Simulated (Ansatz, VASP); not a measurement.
**Ge in VASP and in Ansatz**

File INCAR:

```
SYSTEM = Ge
PREC = Accurate
ENCUT = 520
EDIFF = 1E-6
ISMEAR = 0
SIGMA = 0.15
LREAL = .False.
LASPH = .True.
NELM = 100
ALGO = Normal
ISIF = 2
LWAVE = .False.
LCHARG = .False.
GGA = PE
NBANDS = 21
```

File KPOINTS:

```
regular mesh
0
Gamma
  14 14 14
  0 0 0
```

Contents of POSCAR:

```
Ge
1.0
   -0.0288053477      2.8805347716      2.9669508147
    2.8805347716     -0.0288053477      2.9669508147
    2.8517294239      2.8517294239      0.0000000000
Ge
2
Direct
    0.5000000000      0.5000000000      0.5000000000
    0.7500000000      0.7500000000      0.7500000000
```

Input for Ansatz:

```yaml
crystal:
  lattice:
    - [-0.0288053477, 2.8805347716, 2.9669508147]
    - [2.8805347716, -0.0288053477, 2.9669508147]
    - [2.8517294239, 2.8517294239, 0.0]
  atoms:
    - { symbol: Ge, position: [0.5, 0.5, 0.5] }
    - { symbol: Ge, position: [0.75, 0.75, 0.75] }
basis:
  ecutwfc: 420
kpoints:
  mp_grid: { grid: [14, 14, 14] }
hamiltonian:
  xc: pbe
scf:
  occupations: { method: gaussian, width: 0.15 }
output:
  forces: true
  stress: true
  eigenvalues: true
```

Change from the starting cell: engineering shear strain xy -0.0200, normal strain along z +0.0300.

Alike in both runs: task single point; functional PBE; k mesh 14 × 14 × 14; occupations gaussian, width 0.15 eV; no spin polarisation.

```csv
,VASP,Ansatz
version,VASP 6.6.1,Ansatz 0.2.0
potentials or method,"VASP PAW PBE potentials, release 64 (Ge_d), cutoff 520 eV","scalar-relativistic, plane waves, PAW"
valence electrons in the cell,28,28
```

|  | VASP | Ansatz | Ansatz less VASP |
| --- | --- | --- | --- |
| gap on the k mesh at the Fermi level (eV) | none | none | - |
| pressure (GPa) | -1.6 | -1.6 | +0.01 |
| traceless stress, the component that is largest in VASP (GPa) | -1.32 | -1.32 | +0.002 |
| rms of the force components (eV/Å) | 0.075 | 0.075 | +0.0004 |

Atom by atom the forces differ by 0.000 eV/Å (rms over components). A gap of «none» marks a metal or a gap that the smearing closes.
